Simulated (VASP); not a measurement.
Runs of VASP 6.6.1 on V. The structure is that of space group Im-3m (No. 229), or close to it. The cells are those of the table. 

```tsv
cell	further INCAR settings	gap on the mesh (eV)	pressure (GPa)
a = 2.621 Å, angles 110.7, 110.7, 107.0°, 1 atom	ALGO = Fast; EDIFF = 1e-06; NBANDS = 12	none	(b)
a = 2.555 Å, angles 109.9, 109.9, 108.6°, 1 atom	ALGO = Fast; EDIFF = 1e-07; NBANDS = 12	none	(a)
a = 2.648 Å, angles 107.9, 107.9, 112.7°, 1 atom	ALGO = Fast; EDIFF = 1e-07; NBANDS = 12	none	-8.9
a = 2.594 Å, angles 109.9, 109.9, 108.7°, 1 atom	ALGO = Fast; EDIFF = 1e-06; NBANDS = 12	none	0.7
a = 2.595 Å, angles 108.7, 108.7, 111.1°, 1 atom	ALGO = Fast; EDIFF = 1e-06; NBANDS = 12	none	0.8
```

Alike in all rows: task single point; level PBE; potentials or basis VASP PAW PBE potentials, release 64 (V_sv); no spin polarisation; k mesh 22 × 22 × 22; cutoff (eV) 520; smearing gaussian 0.15 eV.

Task: Fill in the values left out.

Result: (a) 9.7; (b) -4.5.

Caveats: the stress differs along the axes, from -8 to -3 GPa (at least some runs); the cell stands under pressure (at least some runs); the stress differs along the axes, from -11 to -5 GPa (at least some runs).

A gap of «none» marks levels without a gap at the run's occupations.
